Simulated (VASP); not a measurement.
Here is a VASP 6.6.1 calculation.

Contents of INCAR:

```
  PREC = Accurate
  ENCUT = 500
  EDIFF = 1E-6
  ISMEAR = 1
  SIGMA = 0.1
  LREAL = False
  LASPH = True
  NELM = 120
  ALGO = Normal
  ISIF = 2
  LWAVE = False
  LCHARG = True
  GGA = CA
  LELF = True
  LVHAR = True
  NBANDS = 13
  GGA_COMPAT = False
```

Contents of KPOINTS:

```
regular mesh
0
Gamma
  9 9 9
```

File POSCAR:

```
Ru
1.0
    3.1870000000      0.0000000000      0.0000000000
    0.0000000000      3.1870000000      0.0000000000
    0.0000000000      0.0000000000      3.1870000000
Ru
1
Direct
    0.0000000000      0.0000000000      0.0000000000
```

Potentials or basis: VASP PAW LDA potentials, release 64 (Ru_pv).

The run is started by

```bash
$ cat potpaw_LDA.64/Ru_pv/POTCAR > POTCAR
$ mpirun -np 1 vasp_std > vasp.out
```

(1) Estimate the band gap on the k mesh.

(2) Predict the pressure.

## Answers

(1) zero (band 7 reaches 3.07 eV, above the bottom of band 8 at 1.87 eV).

(2) -29.6 GPa.
